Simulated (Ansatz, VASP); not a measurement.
# Ge: VASP beside Ansatz

Contents of INCAR:

```
SYSTEM = Ge
ALGO     = Normal         ! electronic algorithm
EDIFF    = 1E-7           ! SCF threshold, eV
ENCUT    = 520            ! plane-wave cutoff, eV
GGA      = PE             ! functional
ISIF     = 2              ! what is computed and relaxed
ISMEAR   = 0              ! smearing method
LASPH    = .TRUE.         ! aspherical terms in the spheres
LCHARG   = .FALSE.        ! write CHGCAR
LREAL    = .FALSE.        ! projectors in reciprocal space
LWAVE    = .FALSE.        ! write WAVECAR
NBANDS   = 36             ! bands
NELM     = 100            ! most SCF steps
PREC     = Accurate       ! precision mode
SIGMA    = 0.15           ! smearing width, eV
```

File KPOINTS:

```
k-points
0
G
  12 12 8
  0 0 0
```

File POSCAR:

```
Ge
1.0
    4.1190290583      0.0000000000      0.0000000000
   -2.0595145292      3.5671838034      0.0000000000
    0.0000000000      0.0000000000      6.6925281924
Ge
4
Direct
    0.6666666667      0.3333333333      0.0627911807
    0.3333333333      0.6666666667      0.5627911807
    0.6666666667      0.3333333333      0.4372088193
    0.3333333333      0.6666666667      0.9372088193
```

Input for Ansatz:

```yaml
crystal:
  lattice:
    - [4.1190290583, 0.0, 0.0]
    - [-2.0595145292, 3.5671838034, 0.0]
    - [0.0, 0.0, 6.6925281924]
  atoms:
    - { symbol: Ge, position: [0.6666666667, 0.3333333333, 0.0627911807] }
    - { symbol: Ge, position: [0.3333333333, 0.6666666667, 0.5627911807] }
    - { symbol: Ge, position: [0.6666666667, 0.3333333333, 0.4372088193] }
    - { symbol: Ge, position: [0.3333333333, 0.6666666667, 0.9372088193] }
basis:
  ecutwfc: 420
kpoints:
  mp_grid: { grid: [12, 12, 8] }
hamiltonian:
  xc: pbe
scf:
  occupations: { method: gaussian, width: 0.15 }
output:
  forces: true
  stress: true
  eigenvalues: true
```

Change from the starting cell: strain +0.015 along x and y, +0.000 along z, atoms carried along.

Alike in both runs: task single point; functional PBE; k mesh 12 × 12 × 8; occupations gaussian, width 0.15 eV; no spin polarisation.

|  | VASP | Ansatz |
| --- | --- | --- |
| version | VASP 6.6.1 | Ansatz 0.2.0 |
| potentials or method | VASP PAW PBE potentials, release 64 (Ge_d), cutoff 520 eV | scalar-relativistic, plane waves, PAW |
| valence electrons in the cell | 56 | 56 |

```tsv
	VASP	Ansatz	Ansatz less VASP
gap on the k mesh at the Fermi level (eV)	none	none	-
pressure (GPa)	-1.7	-1.6	+0.03
traceless stress, the component that is largest in VASP (GPa)	1.45	1.45	+0.001
rms of the force components (eV/Å)	0.071	0.072	+0.0010
```

Atom by atom the forces differ by 0.001 eV/Å (rms over components). A gap of «none» marks a metal or a gap that the smearing closes.
